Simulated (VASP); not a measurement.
# Ru (P6_3/mmc) in VASP: a series of runs, part 2 of 2

VASP 6.6.1.

### 4 Relaxation of cell and atoms, PBEsol

This run uses another cell than the first one: it holds 8 atoms, not 2.

Input file INCAR:

```
PREC = Accurate
ENCUT = 600
EDIFF = 1E-6
ISMEAR = 0
SIGMA = 0.1
LREAL = False
LASPH = True
NELM = 60
ALGO = Fast
ISIF = 3
LWAVE = False
LCHARG = False
GGA = PS
IBRION = 2
NSW = 65
EDIFFG = -0.01
```

Input file KPOINTS:

```
regular mesh
0
Gamma
  18 18 3
```

Input file POSCAR:

```
Ru
1.0
    2.6895079379      0.0000000000      0.0000000000
   -1.3447539689      2.3291821979      0.0000000000
    0.0000000000      0.0000000000     17.0077245918
Ru
8
Direct
    0.0000000000      0.0000000000      0.0000000000
    0.3333333333      0.6666666667      0.1250000000
    0.6666666667      0.3333333333      0.2500000000
    0.0000000000      0.0000000000      0.3750000000
    0.6666666667      0.3333333333      0.5000000000
    0.3333333333      0.6666666667      0.6250000000
    0.0000000000      0.0000000000      0.7500000000
    0.6666666667      0.3333333333      0.8750000000
```

Potentials or basis: VASP PAW PBE potentials, release 64 (Ru_pv).

Command:

```sh
$ cat potpaw_PBE.64/Ru_pv/POTCAR > POTCAR
$ mpirun -np 1 vasp_std > vasp.out
```

OUTCAR:

```text
PREC = Accurate
   ENCUT = 600
   EDIFF = 1E-6
   ISMEAR = 0
   LREAL = False
   LASPH = True
   NELM = 60
   ISIF = 3
   GGA = PS
   IBRION = 2
   NSW = 65
   EDIFFG = -0.01

 ion  position               nearest neighbor table
   1  0.000  0.000  0.000-   2 2.63   8 2.63   2 2.63   8 2.63   8 2.63   2 2.63
   2  0.333  0.667  0.125-   1 2.63   3 2.63   3 2.63   1 2.63   1 2.63   3 2.63
   3  0.667  0.333  0.250-   4 2.63   2 2.63   2 2.63   4 2.63   4 2.63   2 2.63
   4  0.000  0.000  0.375-   3 2.63   5 2.63   3 2.63   5 2.63   3 2.63   5 2.63
   5  0.667  0.333  0.500-   4 2.63   6 2.63   6 2.63   4 2.63   4 2.63   6 2.63
   6  0.333  0.667  0.625-   7 2.63   5 2.63   5 2.63   7 2.63   7 2.63   5 2.63
   7  0.000  0.000  0.750-   6 2.63   8 2.63   6 2.63   8 2.63   8 2.63   6 2.63
   8  0.667  0.333  0.875-   1 2.63   7 2.63   1 2.63   7 2.63   1 2.63   7 2.63

  LATTYP: Found a hexagonal cell.
 ALAT       =     2.6895079379
 C/A-ratio  =     6.3237309517

  Lattice vectors:

 A1 = (   2.6895079379,   0.0000000000,   0.0000000000)
 A2 = (  -1.3447539689,   2.3291821979,   0.0000000000)
 A3 = (   0.0000000000,   0.0000000000,  17.0077245918)

Analysis of symmetry for initial positions (statically):
=====================================================================
 Subroutine PRICEL returns:
 Original cell was already a primitive cell.

 Routine SETGRP: Setting up the symmetry group for a
 hexagonal supercell.

 Subroutine GETGRP returns: Found 24 space group operations
 (whereof  6 operations were pure point group operations)
 out of a pool of 24 trial point group operations.

The static configuration has the point symmetry C_3v.
 The point group associated with its full space group is D_6h.

Analysis of symmetry for dynamics (positions and initial velocities):
=====================================================================
 Subroutine PRICEL returns:
 Original cell was already a primitive cell.

 Routine SETGRP: Setting up the symmetry group for a
 hexagonal supercell.

 Subroutine GETGRP returns: Found 24 space group operations
 (whereof  6 operations were pure point group operations)
 out of a pool of 24 trial point group operations.

The dynamic configuration has the point symmetry C_3v.
 The point group associated with its full space group is D_6h.

 Subroutine INISYM returns: Found 24 space group operations
 (whereof  6 operations are pure point group operations),
 and found     1 'primitive' translations

----------------------------------------------------------------------------------------

                                     Primitive cell

  volume of cell :     106.5424

  direct lattice vectors                    reciprocal lattice vectors
     2.689507938  0.000000000  0.000000000     0.371815225  0.214667620  0.000000000
    -1.344753969  2.329182198  0.000000000     0.000000000  0.429335241  0.000000000
     0.000000000  0.000000000 17.007724592     0.000000000  0.000000000  0.058796813

  length of vectors
     2.689507938  2.689507938 17.007724592     0.429335241  0.429335241  0.058796813

  position of ions in fractional coordinates (direct lattice)
     0.000000000  0.000000000  0.000000000
     0.333333333  0.666666667  0.125000000
     0.666666667  0.333333333  0.250000000
     0.000000000  0.000000000  0.375000000
     0.666666667  0.333333333  0.500000000
     0.333333333  0.666666667  0.625000000
     0.000000000  0.000000000  0.750000000
[... 69 lines left out ...]
   dimension x,y,z NGX =    24 NGY =   24 NGZ =  140
   dimension x,y,z NGXF=    48 NGYF=   48 NGZF=  280
   ions per type =               8
   NGX,Y,Z   is equivalent  to a cutoff of  14.84, 14.84, 13.68 a.u.
   NGXF,Y,Z  is equivalent  to a cutoff of  29.67, 29.67, 27.37 a.u.
 SYSTEM =  unknown system
   PREC   = accura    normal or accurate (medium, high low for compatibility)
   ISTART =      0    job   : 0-new  1-cont  2-samecut
   ICHARG =      2    charge: 1-file 2-atom 10-const
   ISPIN  =      1    spin polarized calculation?
   LNONCOLLINEAR =      F non collinear calculations
   LSORBIT =      F    spin-orbit coupling
   LASPH  =      T    aspherical Exc in radial PAW
   ENCUT  =  600.0 eV  44.10 Ry    6.64 a.u.   5.37  5.37 33.97*2*pi/ulx,y,z
   NELM   =     60;   NELMIN=  2; NELMDL= -5     # of ELM steps
   EDIFF  = 0.1E-05   stopping-criterion for ELM
   LREAL  =      F    real-space projection
   EDIFFG = -.1E-01   stopping-criterion for IOM
   NSW    =     65    number of steps for IOM
   IBRION =      2    ionic relax: 0-MD 1-quasi-New 2-CG
   NFREE  =      1    steps in history (QN), initial steepest desc. (CG)
   ISIF   =      3    stress and relaxation
   ISYM   =      2    0-nonsym 1-usesym 2-fastsym
   POTIM  = 0.5000    time-step for ionic-motion
   TEBEG  =    0.0;   TEEND  =   0.0 temperature during run
   PSTRESS=    0.0 pullay stress
   NELECT =     112.0000    total number of electrons
   NUPDOWN=      -1.0000    fix difference up-down
   EMIN   =  10.00;   EMAX   =-10.00  energy-range for DOS
   EFERMI =   0.00;   METHOD = LEGACY
   ISMEAR =     0;   SIGMA  =   0.10  broadening in eV -4-tet -1-fermi 0-gaus
   EFERMI_NEDOS =   21; number of points for ismear=-14 and -15
   IALGO  =     68    algorithm
   IMIX   =      4    mixing-type and parameters
     AMIX     =   0.40;   BMIX     =  1.00
     AMIX_MAG =   1.60;   BMIX_MAG =  1.00
  volume/ion in A,a.u.               =      13.32        89.87
  Fermi-wavevector in a.u.,A,eV,Ry     =   1.664588  3.145615 37.699731  2.770852
  Thomas-Fermi vector in A             =   2.751105
   LORBIT       =      0    0 simple, 1 ext, 2 COOP (PROOUT), +10 PAW based schemes
   GGA     = PS    functional components
   LHFCALC =     F    Hartree Fock is set to
   AEXX    =    0.0000 exact exchange contribution
   IVDW    =     0    specifies the selected vdW correction
   LEPSILON=     F    determine dielectric tensor
   LRPA    =     F    only Hartree local field effects (RPA)
 conjugate gradient relaxation of ions
 non-spin polarized calculation
 RMM-DIIS sequential band-by-band and
 Gauss-broadening in eV      SIGMA  =   0.10
  energy-cutoff  :      600.00
  volume of cell :      106.54
 maximum number of plane-waves:      3632
 NGX is ok and might be reduce to    24

--------------------------------------- Ionic step        1  -------------------------------------------

 number of electron     112.0000002 magnetization

 Free energy of the ion-electron system (eV)
  ---------------------------------------------------
  ext. energy  EPLUGINS =         0.00000000
  ---------------------------------------------------
  free energy    TOTEN  =       -80.52136942 eV

  energy without entropy =      -80.47914751  energy(sigma->0) =      -80.50025846

------------------------ aborting loop because EDIFF is reached ----------------------------------------

  FORCE on cell =-STRESS in cart. coord.  units (eV):
  Direction    XX          YY          ZZ          XY          YZ          ZX
  --------------------------------------------------------------------------------------
  -------------------------------------------------------------------------------------
  Total       -1.8764709     -1.8764709      6.9548274     -0.0000000     -0.0000000      0.0000000
  in kB      -28.2182385    -28.2182385    104.5862120     -0.0000000     -0.0000000      0.0000000
  external PRESSURE =      16.0499116 kB  Pullay stress =       0.0000000 kB
[... 323 lines left out ...]
--------------------------------------- Ionic step        9  -------------------------------------------

 number of electron     111.9999989 magnetization

 Free energy of the ion-electron system (eV)
  ---------------------------------------------------
  ext. energy  EPLUGINS =         0.00000000
  ---------------------------------------------------
  free energy    TOTEN  =       -80.62460912 eV

  energy without entropy =      -80.58843606  energy(sigma->0) =      -80.60652259

 E-fermi :  12.9294     XC(G=0): -14.3732

 val. band max:       12.9235484218   @ k =   0.0000   0.0000   0.0000
 cond. band min:      12.9320777387   @ k =   0.1111   0.1111   0.0000
 fundamental gap:      0.0085293169
 Fermi energy:        12.9294353784

 k-point     1 :       0.0000    0.0000    0.0000
  band No.  band energies     occupation
      1     -30.6533      2.00000
      2     -30.5588      2.00000
      3     -30.3938      2.00000
      4     -30.0876      2.00000
      5     -30.0409      2.00000
      6     -29.6875      2.00000
[... 1669 lines left out ...]
     66      16.8160      0.00000
     67      17.0908      0.00000

 [... further k-points ...]

------------------------ aborting loop because EDIFF is reached ----------------------------------------

  FORCE on cell =-STRESS in cart. coord.  units (eV):
  Direction    XX          YY          ZZ          XY          YZ          ZX
  --------------------------------------------------------------------------------------
  -------------------------------------------------------------------------------------
  Total       -0.0744852     -0.0744852     -0.0252189     -0.0000000      0.0000000      0.0000000
  in kB       -1.1155065     -1.1155065     -0.3776838     -0.0000000      0.0000000      0.0000000
  external PRESSURE =      -0.8695656 kB  Pullay stress =       0.0000000 kB
[... 23 lines left out ...]
  FREE ENERGIE OF THE ION-ELECTRON SYSTEM (eV)
  ---------------------------------------------------
  free  energy   TOTEN  =       -80.6246091241 eV

  energy  without entropy=      -80.5884360574  energy(sigma->0) =      -80.60652259

 reached required accuracy - stopping structural energy minimisation
```

It took 2.5 h on 1 thread of Oxide Virtual Turin-like, shared host; peak memory 0.55 GiB.

What came out:

```yaml
Free_energy: -80.6246 eV
Relaxed_volume: 13.37 Å³/atom
Relaxed_cell: a = 2.672 Å, b = 2.672 Å, c = 17.303 Å, α = 90.00°, β = 90.00°, γ = 120.00°
Space_group_after_relaxing_to_0.1_Å: P6_3/mmc (No. 194)
Energy_gained_by_relaxing: 12.9 meV/atom
Ionic_steps: 9
Pressure_after_relaxing: -0.1 GPa
Largest_force_after_relaxing: 0.008 eV/Å
Band_gap_on_the_k_mesh: zero (bands 56 and 57 overlap by 3.01 eV)
```

Forces on the atoms (eV/Å):
```
Ru   0.000  0.000 -0.008
Ru   0.000  0.000  0.000
Ru   0.000  0.000  0.008
Ru   0.000  0.000  0.000
Ru   0.000  0.000 -0.008
Ru   0.000  0.000  0.000
Ru   0.000  0.000  0.008
Ru   0.000  0.000  0.000
```

Step by step:
```csv
step,energy change (eV),largest force (eV/Å),pressure (GPa),volume (Å³)
1,0.0000,0.5659,1.60,106.54
2,0.0144,0.0220,-4.56,108.51
3,-0.0918,0.2640,-1.80,107.50
4,-0.0822,0.0039,4.41,105.64
5,-0.0988,0.1652,0.57,106.76
6,-0.1032,0.0065,0.09,106.93
7,-0.1032,0.0155,0.11,106.92
8,-0.1032,0.0013,-0.24,107.04
9,-0.1032,0.0078,-0.09,106.98
```

Final structure:
```
Ru
1.0
     2.67197    0.00000    0.00000
    -1.33598    2.31399    0.00000
     0.00000    0.00000   17.30275
Ru
8
Direct
  0.00000 0.00000 0.99833
  0.33333 0.66667 0.12500
  0.66667 0.33333 0.25167
  0.00000 0.00000 0.37500
  0.66667 0.33333 0.49833
  0.33333 0.66667 0.62500
  0.00000 0.00000 0.75167
  0.66667 0.33333 0.87500
```

Caveat: the PAW data sets were made with another functional, which shifts forces and pressure a little.

### 5 Summary

| task | cell | k mesh | cutoff (eV) | gap on the mesh (eV) | pressure (GPa) |
| --- | --- | --- | --- | --- | --- |
| single point | a = 2.690, b = 2.690, c = 4.252 Å, angles 90.0, 90.0, 120.0°, 2 atoms, atomic positions A | 18 × 18 × 10 | 520 | none | -0.1 |
| single point | a = 2.690, b = 2.690, c = 4.252 Å, angles 90.0, 90.0, 120.0°, 2 atoms, atomic positions A | 30 × 30 × 20 | 520 | none | 0.0 |
| relaxation of cell and atoms | relaxed from a = 2.690, b = 2.690, c = 17.008 Å, angles 90.0, 90.0, 120.0°, 8 atoms, atomic positions B | 18 × 18 × 3 | 600 | none | -0.1 |

Alike in all rows: level PBEsol; potentials or basis VASP PAW PBE potentials, release 64 (Ru_pv); no spin polarisation; smearing gaussian 0.1 eV.

Caveats: the PAW data sets were made with another functional, which shifts forces and pressure a little.

Total energies depend on the potentials used, so only differences within one code and one set of settings carry meaning.
